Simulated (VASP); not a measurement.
Runs of VASP 6.6.1 on CsPbCl3. The structure is that of space group R-3m (No. 166), or close to it. The cells are those of the table. 

```csv
cell,gap on the mesh (eV),pressure (GPa)
"a = 5.763 Å, angles 75.7°, 5 atoms",1.96,(b)
"a = 5.637 Å, angles 95.9°, 5 atoms",(a),1.6
"a = 6.291 Å, angles 60.0°, 5 atoms",0.50,3.3
"a = 5.894 Å, angles 105.7°, 5 atoms",1.09,0.7
"a = 6.116 Å, angles 109.5°, 5 atoms",0.36,1.0
"a = 5.740 Å, angles 101.4°, 5 atoms",1.24,1.1
```

Alike in all rows: task single point; level PBE; potentials or basis VASP PAW PBE potentials, release 64 (Cs_sv, Pb_d, Cl); no spin polarisation; k mesh 6 × 6 × 6; cutoff (eV) 520; smearing gaussian 0.05 eV.

**Question.** Fill in the values left out.

**Answer.** (a) 1.54; (b) 1.3.

Caveats: spin-orbit coupling is left out, which moves the levels of the heavy elements; the cell stands under pressure (at least some runs).

A k mesh can miss the band edges, and the runs leave out spin-orbit coupling on Cs, Pb.
